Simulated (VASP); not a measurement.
Runs of VASP 6.6.1 on B. The structure is that of space group P4_322 (No. 95), or close to it. The cells are those of the table. 

```csv
task,cell,k mesh,cutoff (eV),gap on the mesh (eV),pressure (GPa),relaxed volume (Å³/atom),largest force (eV/Å)
relaxation of cell and atoms,"relaxed from a = 5.027, b = 5.027, c = 2.906 Å, 8 atoms",8 × 8 × 14,600,none,0.0,9.08,0.01
single point,"a = 6.036, b = 6.036, c = 2.848 Å, 8 atoms",4 × 4 × 6,520,none,14.2,-,1.22
single point,"a = 4.985, b = 4.985, c = 2.923 Å, 8 atoms",8 × 8 × 14,520,none,0.0,-,0.01
single point,"a = 5.027, b = 5.027, c = 2.906 Å, 8 atoms",4 × 4 × 6,520,none,(a),-,0.01
relaxation of cell and atoms,"relaxed from a = 6.036, b = 6.036, c = 2.848 Å, 8 atoms",4 × 4 × 6,600,none,0.0,(b),0.02
```

Alike in all rows: level PBE; potentials or basis VASP PAW PBE potentials, release 64 (B); no spin polarisation; smearing gaussian 0.1 eV.

**Question.** Estimate the missing entries.

**Answer.** (a) -0.1; (b) 9.19.

Caveats: some runs use coarse meshes; forces of over 1 eV/Å act on the atoms, so gaps and moduli don't describe the material at rest (some runs); the volume moved by over 15 % at a fixed basis, so the end points are rough (some runs).

A gap of «none» marks levels without a gap at the run's occupations.
